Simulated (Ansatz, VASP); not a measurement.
**Two plane-wave programs on Cu**

File INCAR:

```
SYSTEM = Cu
ALGO = Normal
EDIFF = 1E-6
ENCUT = 820
GGA = PE
GGA_COMPAT = .FALSE.
ISIF = 2
ISMEAR = 0
LASPH = .TRUE.
LCHARG = .FALSE.
LREAL = .FALSE.
LWAVE = .FALSE.
NBANDS = 16
NELM = 120
PREC = Accurate
SIGMA = 0.015
```

The input KPOINTS:

```
k-points
0
G
  13 13 13
  0 0 0
```

The input POSCAR:

```
Cu
1.0
   -1.4427933200      1.4427933200      1.3760814500
    1.4427933200     -1.4427933200      1.3760814500
    1.4427933200      1.4427933200     -1.3760814500
Cu
1
Direct
    0.0000000000      0.0000000000      0.0000000000
```

File input.yaml:

```yaml
crystal:
  lattice:
    - [-1.44279332, 1.44279332, 1.37608145]
    - [1.44279332, -1.44279332, 1.37608145]
    - [1.44279332, 1.44279332, -1.37608145]
  atoms:
    - { symbol: Cu, position: [0.0, 0.0, 0.0] }
hamiltonian:
  xc: pbe
  pseudopotentials: { kind: paw }
kpoints:
  mp_grid: { grid: [13, 13, 13] }
scf:
  occupations: { method: gaussian, width: 0.015 }
output:
  forces: true
  stress: true
  eigenvalues: true
  write_density: true
  write_potential: true
  elf: true
  volumetric_format: npy
```

Alike in both runs: task single point; functional PBE; k mesh 13 × 13 × 13; occupations gaussian, width 0.015 eV; no spin polarisation.

|  | VASP | Ansatz |
| --- | --- | --- |
| version | VASP 6.6.1 | Ansatz 0.2.0 |
| potentials or method | VASP PAW PBE potentials, release 64 (Cu_sv_GW) | Ansatz PAW |
| plane-wave cutoff (eV) | 820 | 420 |
| valence electrons in the cell | 19 | 19 |

Ansatz gave:

| Item | Value |
| --- | --- |
| gap on the k mesh at the Fermi level (eV) | none |
| pressure (GPa) | 7.2 |
| traceless stress, the component that is largest in VASP (GPa) | 0.19 |

**Question.** What did VASP give for the same quantities?

**Answer.** gap on the k mesh at the Fermi level (eV): none; pressure (GPa): 5.9; traceless stress, the component that is largest in VASP (GPa): 0.20.

A gap of «none» marks a metal or a gap that the smearing closes. With one functional, cell and mesh, what is left measures potentials, basis and numerics.
